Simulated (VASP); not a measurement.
LiZn, 4 atoms in the cell. Symmetry: Fd-3m, No. 227, cubic system. Conventional cell: a = 6.304 Å, b = 6.304 Å, c = 6.304 Å, α = 90.00°, β = 90.00°, γ = 90.00°. Within 3.6 Å of Li (site symmetry -43m) lie 4 Li at 2.73 Å and 10 Zn at 2.73 to 3.15 Å. Within 3.6 Å of Zn (site symmetry -43m) lie 10 Li at 2.73 to 3.15 Å and 4 Zn at 2.73 Å. 

| Item | Value |
| --- | --- |
| Program | VASP 6.6.1 |
| Task | electric field gradients |
| Functional | LDA |
| Potentials or basis | VASP PAW LDA potentials, release 64 (Li_sv, Zn) |
| Cutoff | 520 eV |
| k mesh | 9 × 9 × 9 |
| Occupations | fermi-dirac, width 0.08 eV |
| Spin | no spin polarisation |
| Dipole correction | no |
| Further INCAR settings | ALGO = Normal; EDIFF = 1e-08; NBANDS = 23 |

Potentials or basis: VASP PAW LDA potentials, release 64 (Li_sv, Zn).

Run with:

```bash
$ cat potpaw_LDA.64/Li_sv/POTCAR potpaw_LDA.64/Zn/POTCAR > POTCAR
$ mpirun -np 1 vasp_std > vasp.out
```

Hardware: 1 thread of Intel Xeon 8259CL (shared host).

**Question.** Estimate the wall time of this run.

**Answer.** Run time: 81 s on 1 thread of Intel Xeon 8259CL, with other jobs on the host, peak memory 0.19 GiB. Counts: scf iterations 14, k points 35.
